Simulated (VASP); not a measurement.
A run of VASP 6.6.1:

File POSCAR:

```
HfB
1.0
    0.0000000000      2.3100000000      2.3100000000
    2.3100000000      0.0000000000      2.3100000000
    2.3100000000      2.3100000000      0.0000000000
Hf B
1 1
Direct
    0.5000000000      0.5000000000      0.5000000000
    0.0000000000      0.0000000000      0.0000000000
```

The input INCAR.step1:

```
PREC = Accurate ; ENCUT = 520
ISMEAR = -1 ; SIGMA = 0.05
LREAL = False ; LASPH = True
NELM = 80 ; NBANDS = 14
GGA = PE ; ALGO = Normal
EDIFF = 1E-4 ; LWAVE = True
LCHARG = False
```

INCAR.step2

```
PREC = Accurate ; ENCUT = 520
EDIFF = 1E-7 ; ISMEAR = -1
SIGMA = 0.05 ; LREAL = False
LASPH = True ; NELM = 80
ALGO = Normal ; ISIF = 2
LWAVE = False ; LCHARG = False
METAGGA = R2SCAN ; LMIXTAU = True
NBANDS = 14 ; ISTART = 1
```

KPOINTS

```
regular mesh
0
Gamma
  10 10 10
```

Potentials or basis: VASP PAW PBE potentials, release 64 (Hf_pv, B).

Launch:

```console
$ cat potpaw_PBE.64/Hf_pv/POTCAR potpaw_PBE.64/B/POTCAR > POTCAR
$ cp INCAR.step1 INCAR
$ mpirun -np 1 vasp_std > vasp.out
$ cp INCAR.step2 INCAR
$ mpirun -np 1 vasp_std > vasp.out
```

Hardware: 1 thread of Intel(R) Xeon(R) Platinum 8488C (Sapphire Rapids), on a shared host.

Problem. Estimate the wall time of this run.

Solution. Wall time 62 s on 1 thread of Intel(R) Xeon(R) Platinum 8488C (Sapphire Rapids) (shared host), peak memory 0.16 GiB. Counts: k points 47.
